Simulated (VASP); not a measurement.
**Au: relaxation of cell and atoms with LDA**

Au:

```
Au
1.0
    -1.65727    1.65727    1.65727
     1.65727   -1.65727    1.65727
     1.65727    1.65727   -1.65727
Au
1
Direct
  0.00000 0.00000 0.00000
```

This isn't the form of Au at room conditions, which is fcc.

```yaml
Program: VASP 6.6.1
Task: relaxation of cell and atoms
Functional: LDA
Potentials_or_basis: VASP PAW LDA potentials, release 64 (Au_sv_GW)
Cutoff: 540 eV
k_mesh: 11 × 11 × 11
Occupations: fermi-dirac, width 0.05 eV
Spin: no spin polarisation
Dipole_correction: no
Further_INCAR_settings: ALGO = Normal; EDIFF = 1e-07; IBRION = 2; EDIFFG = -0.01; NSW = 60; ISIF = 3
```

```
Relaxed volume                        : 16.71 Å³/atom
Relaxed cell                          : a = 2.789 Å, b = 2.789 Å, c = 2.789 Å, α = 109.47°, β = 109.47°, γ = 109.47°
Space group after relaxing (to 0.1 Å) : Im-3m (No. 229)
Energy gained by relaxing             : 66.3 meV/atom
Ionic steps                           : 7
Pressure after relaxing               : 0.0 GPa
Band gap on the k mesh                : zero (an odd number of electrons rules out a gap without spin polarisation)
```

The path:
```tsv
step	energy change (eV)	largest force (eV/Å)	pressure (GPa)	volume (Å³)
1	0.0000	0.0000	-12.95	18.21
2	0.1455	0.0000	37.33	14.60
3	-0.0662	0.0000	-0.57	16.76
4	-0.0663	0.0000	-0.15	16.72
5	-0.0663	0.0000	0.18	16.69
6	-0.0663	0.0000	-0.26	16.73
7	-0.0663	0.0000	0.00	16.71
```

Final structure:
```
CELL_PARAMETERS angstrom
-1.61043 1.61043 1.61043
1.61043 -1.61043 1.61043
1.61043 1.61043 -1.61043
ATOMIC_POSITIONS crystal
Au 0.00000 0.00000 0.00000
```

Levels at points of the mesh, in eV from the Fermi level:
```
           k point  band 6  band 7  band 8  band 9  band 10  band 11  band 12  band 13
(0.00, 0.00, 0.00)   -4.85   -4.85   -4.85   -2.82    -2.82    16.62    16.62    16.62
```

It took 34 s on 1 thread of Intel(R) Xeon(R) Platinum 8488C (Sapphire Rapids), with other jobs on the host, peak memory 0.15 GiB.

Caveat: spin-orbit coupling is left out, which moves the levels of the heavy elements.
